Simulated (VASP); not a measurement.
Write the native input for VASP 6.6.1 that does the following.

| Item | Value |
| --- | --- |
| Task | single point |
| Functional | PBE |
| Potentials or basis | VASP PAW PBE potentials, release 64 (Cd) |
| Cutoff | 500 eV |
| k mesh | 6 × 6 × 6 |
| Occupations | gaussian, width 0.1 eV |
| Spin | no spin polarisation |
| Dipole correction | no |
| Further INCAR settings | ALGO = Normal; EDIFF = 1e-06; NBANDS = 12 |

The structure of Cd lies in POSCAR:

```
Cd
1.0
    1.6080291515      0.9283960635      2.4492874100
   -1.6080291515      0.9283960635      2.4492874100
    0.0000000000     -1.8567921270      2.4492874100
Cd
1
Direct
    0.0000000000      0.0000000000      0.0000000000
```

These files were run (other wordings do the same):

INCAR

```
SYSTEM = Cd
ALGO = Normal
EDIFF = 1E-6
ENCUT = 500
GGA = PE
GGA_COMPAT = .FALSE.
ISIF = 2
ISMEAR = 0
LASPH = .TRUE.
LCHARG = .FALSE.
LREAL = .FALSE.
LWAVE = .FALSE.
NBANDS = 12
NELM = 120
PREC = Accurate
SIGMA = 0.1
```

KPOINTS

```
k-points
0
G
  6 6 6
  0 0 0
```

Potentials or basis: VASP PAW PBE potentials, release 64 (Cd).

The run is started by

```bash
$ cat potpaw_PBE.64/Cd/POTCAR > POTCAR
$ mpirun -np 1 vasp_std > vasp.out
```

It gave:

```
Pressure               : 3.4 GPa
Band gap on the k mesh : zero (band 6 reaches 3.34 eV, above the bottom of band 7 at 1.21 eV)
```

Caveat: the k points lie up to 0.40 Å⁻¹ apart.

Run time: 10 s on 1 thread of Intel Xeon 8259CL, with other jobs on the host, peak memory 0.14 GiB.
